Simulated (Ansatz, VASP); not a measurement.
**Two plane-wave programs on Au**

File INCAR:

```
PREC = Accurate
ENCUT = 520
EDIFF = 1E-6
ISMEAR = 0
SIGMA = 0.15
LREAL = False
LASPH = True
NELM = 60
ALGO = Normal
ISIF = 2
LWAVE = False
LCHARG = True
GGA = PE
LELF = True
LVHAR = True
NBANDS = 12
```

The input KPOINTS:

```
regular mesh
0
Gamma
  20 20 20
```

The input POSCAR:

```
Au
1.0
    0.0000000000      2.0455000000      2.1273200000
    2.0455000000      0.0000000000      2.1273200000
    2.0455000000      2.0455000000      0.0000000000
Au
1
Direct
    0.0000000000      0.0000000000      0.0000000000
```

Input for Ansatz:

```yaml
crystal:
  lattice:
    - [0.0, 2.0455, 2.12732]
    - [2.0455, 0.0, 2.12732]
    - [2.0455, 2.0455, 0.0]
  atoms:
    - { symbol: Au, position: [0.0, 0.0, 0.0] }
basis:
  ecutwfc: 420
kpoints:
  mp_grid: { grid: [20, 20, 20] }
hamiltonian:
  xc: pbe
scf:
  occupations: { method: gaussian, width: 0.15 }
output:
  forces: true
  stress: true
  eigenvalues: true
```

Change from the starting cell: strain +0.000 along x and y, +0.040 along z, atoms carried along.

Alike in both runs: task single point; functional PBE; k mesh 20 × 20 × 20; occupations gaussian, width 0.15 eV; no spin polarisation.

|  | VASP | Ansatz |
| --- | --- | --- |
| version | VASP 6.6.1 | Ansatz 0.2.0 |
| potentials or method | VASP PAW PBE potentials, release 64 (Au), cutoff 520 eV | scalar-relativistic, plane waves, PAW |
| valence electrons in the cell | 11 | 19 |

VASP gave:

| Quantity | Value |
| --- | --- |
| gap on the k mesh at the Fermi level (eV) | none |
| pressure (GPa) | 1.2 |
| traceless stress, the component that is largest in VASP (GPa) | -0.83 |

**Question.** What did Ansatz give for the same quantities?

**Answer.** gap on the k mesh at the Fermi level (eV): none; pressure (GPa): 1.5; traceless stress, the component that is largest in VASP (GPa): -0.82.

A gap of «none» marks a metal or a gap that the smearing closes. With one functional, cell and mesh, what is left measures potentials, basis and numerics. VASP's potentials hold 11 valence electrons a cell and Ansatz's 19, so a difference there can come from the potentials and not from the codes.

Spin-orbit coupling is off throughout.
